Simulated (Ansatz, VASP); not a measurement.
ZrC: VASP beside Ansatz

```
CELL_PARAMETERS angstrom
0.00000 2.33444 2.33444
2.33444 0.00000 2.33444
2.33444 2.33444 0.00000
ATOMIC_POSITIONS crystal
Zr 0.50000 0.50000 0.50000
C 0.00000 0.00000 0.00000
```

Change from the starting cell: volume scaled by 0.98.

Alike in both runs: task single point; functional PBE; k mesh 15 × 15 × 15; occupations fermi-dirac, width 0.05 eV; no spin polarisation.

|  | VASP | Ansatz |
| --- | --- | --- |
| version | VASP 6.6.1 | Ansatz 0.2.0 |
| potentials or method | VASP PAW PBE potentials, release 64 (Zr_sv, C), cutoff 520 eV | all-electron LAPW, scalar-relativistic |

```tsv
	VASP	Ansatz	Ansatz less VASP
pressure (GPa)	6.2	6.0	-0.20
```

Ansatz ran all-electron here, and VASP with PAW potentials.
